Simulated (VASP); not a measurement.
MnHg, 2 atoms in the cell. Symmetry: Pm-3m, No. 221, cubic system. The conventional cell has a = 3.422 Å, b = 3.422 Å, c = 3.422 Å, α = 90.00°, β = 90.00°, γ = 90.00°. Mn (site symmetry m-3m) has 8 Hg at 2.96 Å and 6 Mn at 3.42 Å within 3.9 Å. Within 3.9 Å of Hg (site symmetry m-3m) lie 8 Mn at 2.96 Å and 6 Hg at 3.42 Å. 

| Property | Result |
| --- | --- |
| Program | VASP 6.6.1 |
| Task | single point |
| Functional | PBE |
| Potentials or basis | VASP PAW PBE potentials, release 64 (Mn_pv, Hg) |
| Cutoff | 520 eV |
| k mesh | 10 × 10 × 10 |
| Occupations | fermi-dirac, width 0.1 eV |
| Spin | collinear spin, ferromagnetic start |
| Starting moments | [4.0, 0.0] μB |
| Dipole correction | no |
| Further INCAR settings | ALGO = Normal; EDIFF = 1e-06; NBANDS = 24 |

Potentials or basis: VASP PAW PBE potentials, release 64 (Mn_pv, Hg).

Run with:

```sh
$ cat potpaw_PBE.64/Mn_pv/POTCAR potpaw_PBE.64/Hg/POTCAR > POTCAR
$ mpirun -np 1 vasp_std > vasp.out
```

Hardware: 1 thread of Intel(R) Xeon(R) Platinum 8488C (Sapphire Rapids), with other jobs on the host.

Estimate the wall time of this run.

Wall time 81 s on 1 thread of Intel(R) Xeon(R) Platinum 8488C (Sapphire Rapids) (shared host), peak memory 0.22 GiB. Counts: scf iterations 14, k points 56.
